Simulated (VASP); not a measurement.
Here is a VASP 6.6.1 calculation.

INCAR

```
SYSTEM = GaAs
PREC = Accurate ; ENCUT = 520
EDIFF = 1E-6 ; ISMEAR = 0
SIGMA = 0.05 ; LREAL = .False.
LASPH = .True. ; NELM = 100
ALGO = Normal ; ISIF = 2
LWAVE = .False. ; LCHARG = .False.
LDIPOL = .True. ; IDIPOL = 3
DIPOL = 0.5 0.5 0.285 ; GGA = PE
IVDW = 12 ; NBANDS = 26
```

KPOINTS

```
regular mesh
0
Gamma
  9 9 1
  0 0 0
```

The input POSCAR:

```
GaAs
1.0
    4.0137031116      0.0000000000      0.0000000000
   -2.0068515558      3.4759688579      0.0000000000
    0.0000000000      0.0000000000     21.4411958002
As Ga
2 2
Direct
    0.0000000000      0.0000000000      0.1865567591
    0.3333333333      0.6666666667      0.3487431006
    0.3333333333      0.6666666667      0.2247679543
    0.6666666667      0.3333333333      0.3796987759
```

Potentials or basis: VASP PAW PBE potentials, release 64 (As, Ga_d).

The run is started by

```sh
$ cat potpaw_PBE.64/As/POTCAR potpaw_PBE.64/Ga_d/POTCAR > POTCAR
$ mpirun -np 1 vasp_std > vasp.out
```

(1) What does it give for the dispersion energy per atom?

(2) Estimate the largest force.

Results:

(1) -0.210 eV.

(2) 0.474 eV/Å.
